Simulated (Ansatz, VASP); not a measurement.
Two plane-wave programs on Ca2Br3

```
Ca Br
1.0
     2.20670    1.27404   10.08218
    -2.20670    1.27404   10.08218
     0.00000   -2.54808   10.08218
Ca Br
2 3
Direct
  0.39032 0.39032 0.39032
  0.60968 0.60968 0.60968
  0.00000 0.00000 0.00000
  0.22787 0.22787 0.22787
  0.77213 0.77213 0.77213
```

Alike in both runs: functional PBE; k mesh 6 × 6 × 6; occupations gaussian, width 0.1 eV; no spin polarisation.

Ansatz relaxed the structure, and its values are those at the end. VASP's run is a single point on that final structure, the one shown.

|  | VASP | Ansatz |
| --- | --- | --- |
| version | VASP 6.6.1 | Ansatz 0.2.0 |
| potentials or method | VASP PAW PBE potentials, release 64 (Ca_sv, Br), cutoff 520 eV | scalar-relativistic, plane waves, PAW |
| valence electrons in the cell | 41 | 41 |

|  | VASP | Ansatz | Ansatz less VASP |
| --- | --- | --- | --- |
| gap on the k mesh at the Fermi level (eV) | none | none | - |
| pressure (GPa) | -0.1 | -0.2 | -0.07 |
| rms of the force components (eV/Å) | 0.013 | 0.018 | +0.0044 |

A gap of «none» marks a metal or a gap that the smearing closes. The functional is the same, so the differences come from potentials, cutoffs and numerics.
